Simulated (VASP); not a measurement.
# SnTe (Cmc2_1) in VASP: notebook

Runs on SnTe. Level: PBE. Tasks: single point, relaxation of cell and atoms.

All numbers are computed with VASP 6.6.1; they aren't measurements. Logs are shortened: lines on timing, memory, paths and dates and some standing lists are left out, and cuts for length are marked.

### Step 1. The cell of the first run

Symmetry: Cmc2_1, No. 36, orthorhombic system. The conventional cell has a = 4.828 Å, b = 8.255 Å, c = 7.810 Å, α = 90.00°, β = 90.00°, γ = 90.00°. Sn (site symmetry m) has 4 Te at 2.92 to 2.94 Å within 3.8 Å. Within 3.8 Å of Te (site symmetry m) lie 4 Sn at 2.92 to 2.94 Å.

The cell was generated, and may not be a known phase.

### Step 2. Single point, PBE

Contents of INCAR:

```
SYSTEM = SnTe
  PREC = Accurate
  ENCUT = 520
  EDIFF = 1E-7
  ISMEAR = 0
  SIGMA = 0.1
  LREAL = .False.
  LASPH = .True.
  NELM = 100
  ALGO = Normal
  ISIF = 2
  LWAVE = .False.
  LCHARG = .True.
  GGA = PE
  LELF = .True.
  LVHAR = .True.
  NBANDS = 28
```

Contents of KPOINTS:

```
regular mesh
0
Gamma
  4 4 2
  0 0 0
```

Contents of POSCAR:

```
SnTe
1.0
    2.4140375000     -4.1276203100      0.0000000000
    2.4140375000      4.1276203100      0.0000000000
    0.0000000000      0.0000000000      7.8099761600
Sn Te
2 2
Direct
    0.8484730000      0.1515270000      0.9998270300
    0.1515270000      0.8484730000      0.4998270300
    0.1821900000      0.8178100000      0.8751729700
    0.8178100000      0.1821900000      0.3751729700
```

Potentials or basis: VASP PAW PBE potentials, release 64 (Sn_d, Te).

Command:

```sh
$ cat potpaw_PBE.64/Sn_d/POTCAR potpaw_PBE.64/Te/POTCAR > POTCAR
$ mpirun -np 1 vasp_std > vasp.out
```

OUTCAR:

```text
SYSTEM = SnTe
   PREC = Accurate
   ENCUT = 520
   EDIFF = 1E-7
   ISMEAR = 0
   LREAL = .False.
   LASPH = .True.
   NELM = 100
   ISIF = 2
   GGA = PE

 ion  position               nearest neighbor table
   1  0.848  0.152  1.000-   3 2.92   4 2.94   3 2.94   3 2.94
   2  0.152  0.848  0.500-   4 2.92   3 2.94   4 2.94   4 2.94
   3  0.182  0.818  0.875-   1 2.92   2 2.94   1 2.94   1 2.94
   4  0.818  0.182  0.375-   2 2.92   1 2.94   2 2.94   2 2.94

  LATTYP: Found a base centered orthorhombic cell.
 ALAT       =     4.8280750000
 B/A-ratio  =     1.7098410070
 C/A-ratio  =     1.6176169923

  Lattice vectors:

 A1 = (   2.4140375000,  -4.1276203100,   0.0000000000)
 A2 = (   2.4140375000,   4.1276203100,   0.0000000000)
 A3 = (   0.0000000000,   0.0000000000,   7.8099761600)

Analysis of symmetry for initial positions (statically):
=====================================================================
 Subroutine PRICEL returns:
 Original cell was already a primitive cell.

 Routine SETGRP: Setting up the symmetry group for a
 base centered orthorhombic supercell.

 Subroutine GETGRP returns: Found  4 space group operations
 (whereof  2 operations were pure point group operations)
 out of a pool of  8 trial point group operations.

The static configuration has the point symmetry C_1h.
 The point group associated with its full space group is C_2v.

Analysis of symmetry for dynamics (positions and initial velocities):
=====================================================================
 Subroutine PRICEL returns:
 Original cell was already a primitive cell.

 Routine SETGRP: Setting up the symmetry group for a
 base centered orthorhombic supercell.

 Subroutine GETGRP returns: Found  4 space group operations
 (whereof  2 operations were pure point group operations)
 out of a pool of  8 trial point group operations.

The dynamic configuration has the point symmetry C_1h.
 The point group associated with its full space group is C_2v.

 Subroutine INISYM returns: Found  4 space group operations
 (whereof  2 operations are pure point group operations),
 and found     1 'primitive' translations

----------------------------------------------------------------------------------------

                                     Primitive cell

  volume of cell :     155.6408

  direct lattice vectors                    reciprocal lattice vectors
     2.414037500 -4.127620310  0.000000000     0.207121886 -0.121135173  0.000000000
     2.414037500  4.127620310  0.000000000     0.207121886  0.121135173  0.000000000
     0.000000000  0.000000000  7.809976160     0.000000000  0.000000000  0.128041364

  length of vectors
     4.781717942  4.781717942  7.809976160     0.239944172  0.239944172  0.128041364

  position of ions in fractional coordinates (direct lattice)
     0.848473000  0.151527000  0.999827030
     0.151527000  0.848473000  0.499827030
     0.182190000  0.817810000  0.875172970
     0.817810000  0.182190000  0.375172970

  ion indices of the primitive-cell ions
   primitive index   ion index
                 1           1
                 2           2
                 3           3
                 4           4

----------------------------------------------------------------------------------------

 KPOINTS: regular mesh

Automatic generation of k-mesh.
 Grid dimensions read from file:
 generate k-points for:    4    4    2

 Generating k-lattice:

  Cartesian coordinates                     Fractional coordinates (reciprocal lattice)
     0.051780472 -0.030283793  0.000000000     0.250000000  0.000000000  0.000000000
     0.051780472  0.030283793  0.000000000     0.000000000  0.250000000  0.000000000
     0.000000000  0.000000000  0.064020682     0.000000000  0.000000000  0.500000000

  Length of vectors
     0.059986043  0.059986043  0.064020682

  Shift w.r.t. Gamma in fractional coordinates (k-lattice)
     0.000000000  0.000000000  0.000000000

 Subroutine IBZKPT returns following result:
 ===========================================

 Found     14 irreducible k-points:

 Following reciprocal coordinates:
            Coordinates               Weight
  0.000000  0.000000  0.000000      1.000000
  0.250000  0.000000  0.000000      4.000000
  0.500000  0.000000  0.000000      2.000000
  0.250000  0.250000  0.000000      2.000000
  0.500000  0.250000  0.000000      4.000000
 -0.250000  0.250000  0.000000      2.000000
  0.500000  0.500000  0.000000      1.000000
  0.000000  0.000000  0.500000      1.000000
  0.250000  0.000000  0.500000      4.000000
  0.500000  0.000000  0.500000      2.000000
  0.250000  0.250000  0.500000      2.000000
  0.500000  0.250000  0.500000      4.000000
 -0.250000  0.250000  0.500000      2.000000
  0.500000  0.500000  0.500000      1.000000
   k-points           NKPTS =     14   k-points in BZ     NKDIM =     14   number of bands    NBANDS=     28
   number of dos      NEDOS =    301   number of ions     NIONS =      4
   total plane-waves  NPLWV =  77760
   dimension x,y,z NGX =    36 NGY =   36 NGZ =   60
   dimension x,y,z NGXF=    72 NGYF=   72 NGZF=  120
   ions per type =               2   2
   NGX,Y,Z   is equivalent  to a cutoff of  12.52, 12.52, 12.77 a.u.
   NGXF,Y,Z  is equivalent  to a cutoff of  25.03, 25.03, 25.54 a.u.
 SYSTEM =  SnTe
   PREC   = accura    normal or accurate (medium, high low for compatibility)
   ISTART =      0    job   : 0-new  1-cont  2-samecut
   ICHARG =      2    charge: 1-file 2-atom 10-const
   ISPIN  =      1    spin polarized calculation?
   LNONCOLLINEAR =      F non collinear calculations
   LSORBIT =      F    spin-orbit coupling
   LASPH  =      T    aspherical Exc in radial PAW
   ENCUT  =  520.0 eV  38.22 Ry    6.18 a.u.   8.89  8.89 14.52*2*pi/ulx,y,z
   NELM   =    100;   NELMIN=  2; NELMDL= -5     # of ELM steps
   EDIFF  = 0.1E-06   stopping-criterion for ELM
   LREAL  =      F    real-space projection
   EDIFFG = 0.1E-05   stopping-criterion for IOM
   NSW    =      0    number of steps for IOM
   IBRION =     -1    ionic relax: 0-MD 1-quasi-New 2-CG
   NFREE  =      0    steps in history (QN), initial steepest desc. (CG)
   ISIF   =      2    stress and relaxation
   ISYM   =      2    0-nonsym 1-usesym 2-fastsym
   POTIM  = 0.5000    time-step for ionic-motion
[... 43 lines left out ...]
 fundamental gap:      0.4094562197
 Fermi energy:         5.4225441368

 k-point     1 :       0.0000    0.0000    0.0000
  band No.  band energies     occupation
      1     -16.8997      2.00000
      2     -16.8959      2.00000
      3     -16.8936      2.00000
      4     -16.8908      2.00000
      5     -16.8902      2.00000
      6     -16.8889      2.00000
[... 20 lines left out ...]
     27       9.2402      0.00000
     28      10.0047      0.00000

 k-point     2 :       0.2500    0.0000    0.0000
  band No.  band energies     occupation
      1     -16.9006      2.00000
      2     -16.8956      2.00000
      3     -16.8933      2.00000
      4     -16.8911      2.00000
      5     -16.8886      2.00000
      6     -16.8877      2.00000
[... 20 lines left out ...]
     27       8.8342      0.00000
     28       9.9576      0.00000

 k-point     3 :       0.5000    0.0000    0.0000
  band No.  band energies     occupation
      1     -16.9016      2.00000
      2     -16.8982      2.00000
      3     -16.8918      2.00000
      4     -16.8907      2.00000
      5     -16.8870      2.00000
      6     -16.8864      2.00000
[... 20 lines left out ...]
     27      10.4636      0.00000
     28      10.4975      0.00000

 k-point     4 :       0.2500    0.2500    0.0000
  band No.  band energies     occupation
      1     -16.9002      2.00000
      2     -16.8985      2.00000
      3     -16.8909      2.00000
      4     -16.8906      2.00000
      5     -16.8883      2.00000
      6     -16.8871      2.00000
[... 20 lines left out ...]
     27       9.8220      0.00000
     28      10.0130      0.00000

 k-point     5 :       0.5000    0.2500    0.0000
  band No.  band energies     occupation
      1     -16.9022      2.00000
      2     -16.8981      2.00000
      3     -16.8917      2.00000
      4     -16.8895      2.00000
      5     -16.8875      2.00000
      6     -16.8861      2.00000
[... 20 lines left out ...]
     27       9.7608      0.00000
     28      10.0388      0.00000

 k-point     6 :      -0.2500    0.2500    0.0000
  band No.  band energies     occupation
      1     -16.9022      2.00000
      2     -16.8959      2.00000
      3     -16.8938      2.00000
      4     -16.8891      2.00000
      5     -16.8887      2.00000
      6     -16.8870      2.00000
[... 20 lines left out ...]
     27       9.3214      0.00000
     28       9.9284      0.00000

 k-point     7 :       0.5000    0.5000    0.0000
  band No.  band energies     occupation
      1     -16.9047      2.00000
      2     -16.8980      2.00000
      3     -16.8918      2.00000
      4     -16.8878      2.00000
      5     -16.8872      2.00000
      6     -16.8852      2.00000
[... 20 lines left out ...]
     27      10.2938      0.00000
     28      10.5194      0.00000

 k-point     8 :       0.0000    0.0000    0.5000
  band No.  band energies     occupation
      1     -16.8978      2.00000
      2     -16.8978      2.00000
      3     -16.8918      2.00000
      4     -16.8918      2.00000
      5     -16.8899      2.00000
      6     -16.8899      2.00000
[... 20 lines left out ...]
     27      10.0899      0.00000
     28      10.0899      0.00000

 k-point     9 :       0.2500    0.0000    0.5000
  band No.  band energies     occupation
      1     -16.8987      2.00000
      2     -16.8987      2.00000
      3     -16.8909      2.00000
      4     -16.8909      2.00000
      5     -16.8890      2.00000
      6     -16.8890      2.00000
[... 20 lines left out ...]
     27      10.3344      0.00000
     28      10.3344      0.00000

 k-point    10 :       0.5000    0.0000    0.5000
  band No.  band energies     occupation
      1     -16.9002      2.00000
      2     -16.9002      2.00000
      3     -16.8901      2.00000
      4     -16.8901      2.00000
      5     -16.8876      2.00000
      6     -16.8876      2.00000
[... 20 lines left out ...]
     27      10.8669      0.00000
     28      10.8669      0.00000

 k-point    11 :       0.2500    0.2500    0.5000
  band No.  band energies     occupation
      1     -16.8995      2.00000
      2     -16.8995      2.00000
      3     -16.8897      2.00000
      4     -16.8897      2.00000
      5     -16.8885      2.00000
      6     -16.8885      2.00000
[... 20 lines left out ...]
     27      10.6437      0.00000
     28      10.6437      0.00000

 k-point    12 :       0.5000    0.2500    0.5000
  band No.  band energies     occupation
      1     -16.9006      2.00000
      2     -16.9006      2.00000
      3     -16.8897      2.00000
      4     -16.8897      2.00000
      5     -16.8872      2.00000
      6     -16.8872      2.00000
[... 20 lines left out ...]
     27      10.7019      0.00000
     28      10.7019      0.00000

 k-point    13 :      -0.2500    0.2500    0.5000
  band No.  band energies     occupation
      1     -16.8999      2.00000
      2     -16.8999      2.00000
      3     -16.8904      2.00000
      4     -16.8904      2.00000
      5     -16.8881      2.00000
      6     -16.8881      2.00000
[... 20 lines left out ...]
     27      10.3177      0.00000
     28      10.3177      0.00000

 k-point    14 :       0.5000    0.5000    0.5000
  band No.  band energies     occupation
      1     -16.9021      2.00000
      2     -16.9021      2.00000
      3     -16.8889      2.00000
      4     -16.8889      2.00000
      5     -16.8864      2.00000
      6     -16.8864      2.00000
[... 20 lines left out ...]
     27      10.8716      0.00000
     28      10.8716      0.00000

------------------------ aborting loop because EDIFF is reached ----------------------------------------

  FORCE on cell =-STRESS in cart. coord.  units (eV):
  Direction    XX          YY          ZZ          XY          YZ          ZX
  --------------------------------------------------------------------------------------
  -------------------------------------------------------------------------------------
  Total        5.8845933      6.2475335      5.6739411      0.0000000      0.0000000      0.0000000
  in kB       60.5764168     64.3125489     58.4079484      0.0000000      0.0000000      0.0000000
  external PRESSURE =      61.0989713 kB  Pullay stress =       0.0000000 kB

 VOLUME and BASIS-vectors are now :
 -----------------------------------------------------------------------------
  energy-cutoff  :      520.00
  volume of cell :      155.64
      direct lattice vectors                 reciprocal lattice vectors
     2.414037500 -4.127620310  0.000000000     0.207121886 -0.121135173  0.000000000
     2.414037500  4.127620310  0.000000000     0.207121886  0.121135173  0.000000000
     0.000000000  0.000000000  7.809976160     0.000000000  0.000000000  0.128041364

 POSITION                                       TOTAL-FORCE (eV/Angst)
 -----------------------------------------------------------------------------------
      2.41404     -2.87673      7.80863         0.000000      0.092023      0.057602
      2.41404      2.87673      3.90364         0.000000     -0.092023      0.057602
      2.41404      2.62360      6.83508         0.000000     -0.185601     -0.057602
      2.41404     -2.62360      2.93009         0.000000      0.185601     -0.057602
 -----------------------------------------------------------------------------------
    total drift:                                0.000000      0.000000      0.001466

  FREE ENERGIE OF THE ION-ELECTRON SYSTEM (eV)
  ---------------------------------------------------
  free  energy   TOTEN  =       -13.8370577949 eV

  energy  without entropy=      -13.8368794446  energy(sigma->0) =      -13.83696862
```

Wall time 88 s (1 thread of Intel Xeon 6975P-C (Granite Rapids), shared host); peak memory 0.28 GiB.

Results:

```
Free energy            : -13.8371 eV
Pressure               : 6.1 GPa
Largest force          : 0.194 eV/Å
Band gap on the k mesh : 0.41 eV (least direct gap 0.70 eV)
```

Forces on the atoms (eV/Å):
```
Sn   0.000  0.092  0.058
Sn   0.000 -0.092  0.058
Te   0.000 -0.186 -0.058
Te   0.000  0.186 -0.058
```

Stress tensor (GPa, compression positive):
```
6.06 0.00 0.00
0.00 6.43 0.00
0.00 0.00 5.84
```

Caveat: the cell stands under pressure; semilocal functionals underestimate gaps, and a narrow one can read as zero; spin-orbit coupling is left out, which moves the levels of the heavy elements.

### Step 3. Relaxation of cell and atoms, PBE

Contents of INCAR:

```
SYSTEM = SnTe
ALGO = Normal
EDIFF = 1E-6
EDIFFG = -0.04
ENCUT = 600
GGA = PE
IBRION = 2
ISIF = 3
ISMEAR = 0
LASPH = .TRUE.
LCHARG = .FALSE.
LREAL = .FALSE.
LWAVE = .FALSE.
NELM = 80
NSW = 90
PREC = Accurate
SIGMA = 0.1
```

Contents of KPOINTS:

```
k-points
0
G
  4 4 2
  0 0 0
```

POSCAR is that of step 2.

Potentials or basis: VASP PAW PBE potentials, release 64 (Sn_d, Te).

Command:

```sh
$ cat potpaw_PBE.64/Sn_d/POTCAR potpaw_PBE.64/Te/POTCAR > POTCAR
$ mpirun -np 1 vasp_std > vasp.out
```

It took 35 min on 1 thread of Intel Xeon 6975P-C (Granite Rapids), shared host; peak memory 0.36 GiB.

The run converged. Its results:

| Quantity | Value |
| --- | --- |
| Free energy | -14.5797 eV |
| Relaxed volume | 43.87 Å³/atom |
| Relaxed cell | a = 6.178 Å, b = 6.178 Å, c = 6.957 Å, α = 90.00°, β = 90.00°, γ = 138.63° |
| Space group after relaxing (to 0.1 Å) | Cmc2_1 (No. 36) |
| Energy gained by relaxing | 185.6 meV/atom |
| Ionic steps | 39 |
| Pressure after relaxing | 0.0 GPa |
| Largest force after relaxing | 0.030 eV/Å |
| Band gap on the k mesh | 0.97 eV (least direct gap 1.29 eV) |

Forces in eV/Å, atoms in the order of the input:
```
Sn   0.000  0.019 -0.013
Sn   0.000 -0.019 -0.013
Te   0.000 -0.027  0.013
Te   0.000  0.027  0.013
```

Step by step:
| step | energy change (eV) | largest force (eV/Å) | pressure (GPa) | volume (Å³) |
| --- | --- | --- | --- | --- |
| 1 | 0.0000 | 0.1944 | 6.12 | 155.64 |
| 2 | -0.4657 | 0.0729 | -0.88 | 191.56 |
| 3 | -0.4848 | 0.0733 | 0.02 | 184.45 |
| 4 | -0.4847 | 0.0722 | -0.06 | 185.06 |
| 5 | -0.4865 | 0.0562 | -0.06 | 185.04 |
| 6 | -0.4896 | 0.0805 | -0.02 | 184.95 |
| 7 | -0.4898 | 0.1084 | 0.00 | 184.91 |
| 8 | -0.4917 | 0.1097 | 0.01 | 184.88 |
| 9 | -0.4973 | 0.1208 | 0.04 | 184.76 |
| 10 | -0.5088 | 0.1600 | 0.09 | 184.43 |
| 11 | -0.5312 | 0.2725 | 0.22 | 183.37 |
| 12 | -0.5208 | 0.5023 | 0.76 | 179.68 |
| 13 | -0.5381 | 0.3850 | 0.41 | 182.16 |
| 14 | -0.5366 | 0.4473 | 0.56 | 181.10 |
| 15 | -0.5373 | 0.4460 | 0.54 | 181.16 |
| 16 | -0.5391 | 0.4417 | 0.51 | 181.33 |
| 17 | -0.5416 | 0.4321 | 0.43 | 181.66 |
| 18 | -0.5413 | 0.4083 | 0.28 | 182.25 |
| 19 | -0.5422 | 0.4214 | 0.35 | 181.97 |
| 20 | -0.5452 | 0.4103 | 0.30 | 182.14 |
| 21 | -0.5534 | 0.3804 | 0.17 | 182.66 |
| 22 | -0.5659 | 0.3288 | -0.07 | 183.71 |
| 23 | -0.5770 | 0.2632 | -0.52 | 185.80 |
| 24 | -0.5870 | 0.2524 | -0.47 | 184.86 |
| 25 | -0.6133 | 0.2151 | -0.27 | 182.07 |
| 26 | -0.6457 | 0.1203 | 0.15 | 176.52 |
| 27 | -0.6037 | 0.1710 | 1.24 | 165.63 |
| 28 | -0.6497 | 0.0857 | 0.37 | 174.12 |
| 29 | -0.6662 | 0.0647 | 0.01 | 174.90 |
| 30 | -0.6682 | 0.1338 | -0.17 | 175.28 |
| 31 | -0.6800 | 0.1481 | -0.10 | 174.15 |
| 32 | -0.7014 | 0.2173 | 0.14 | 170.59 |
| 33 | -0.7162 | 0.1527 | 0.07 | 170.83 |
| 34 | -0.7194 | 0.1224 | 0.06 | 170.96 |
| 35 | -0.7283 | 0.0916 | 0.06 | 171.66 |
| 36 | -0.7386 | 0.0290 | 0.20 | 173.28 |
| 37 | -0.7398 | 0.1042 | -0.25 | 176.27 |
| 38 | -0.7406 | 0.0701 | -0.08 | 175.09 |
| 39 | -0.7424 | 0.0298 | -0.02 | 175.47 |

Final structure:
```
CELL_PARAMETERS angstrom
2.18198 -5.77946 0.00000
2.18198 5.77946 0.00000
0.00000 0.00000 6.95727
ATOMIC_POSITIONS crystal
Sn 0.84373 0.15627 0.97007
Sn 0.15627 0.84373 0.47007
Te 0.17441 0.82559 0.90493
Te 0.82559 0.17441 0.40493
```

Levels at points of the mesh, in eV from the valence-band top:
```
           k point  band 16  band 17  band 18  band 19  band 20  band 21  band 22  band 23  band 24
(0.00, 0.00, 0.00)    -2.73    -2.02    -1.39    -1.26    -1.00     1.38     2.16     2.43     2.93
(0.50, 0.00, 0.00)    -3.41    -2.47    -2.20    -1.73    -1.18     1.77     1.84     3.42     3.78
(0.50, 0.50, 0.00)    -2.28    -2.15    -1.09    -0.12     0.00     1.29     1.90     2.54     2.71
(0.00, 0.00, 0.50)    -2.23    -1.60    -1.60    -1.57    -1.57     1.97     1.97     2.01     2.01
(0.50, 0.00, 0.50)    -2.88    -2.24    -2.24    -1.03    -1.03     1.24     1.24     2.53     2.53
(0.50, 0.50, 0.50)    -2.02    -1.69    -1.69    -0.12    -0.12     1.20     1.20     1.86     1.86
```

Caveat: a cell axis changed by over 15 % at a fixed basis, so the end point is rough; spin-orbit coupling is left out, which moves the levels of the heavy elements. A k mesh can miss the band edges.
